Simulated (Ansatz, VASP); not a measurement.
**ZnSe: VASP beside Ansatz**

```
Zn Se
1.0
     0.00000    2.77511    2.77511
     2.77511    0.00000    2.77511
     2.77511    2.77511    0.00000
Zn Se
1 1
Direct
  0.00000 0.00000 0.00000
  0.25000 0.25000 0.25000
```

Alike in both runs: task single point; functional PBE; k mesh 8 × 8 × 8; occupations gaussian, width 0.02 eV; no spin polarisation.

```csv
,VASP,Ansatz
version,VASP 6.6.1,Ansatz 0.2.0
potentials or method,"VASP PAW PBE potentials, release 64 (Zn, Se)","scalar-relativistic, plane waves, PAW"
plane-wave cutoff (eV),520,420
valence electrons in the cell,18,28
```

|  | VASP | Ansatz | Ansatz less VASP |
| --- | --- | --- | --- |
| gap on the k mesh at the Fermi level (eV) | 1.55 | 1.55 | -0.005 |
| pressure (GPa) | 7.2 | 6.9 | -0.30 |

With one functional, cell and mesh, what is left measures potentials, basis and numerics. VASP's potentials hold 18 valence electrons a cell and Ansatz's 28, so a difference there can come from the potentials and not from the codes.
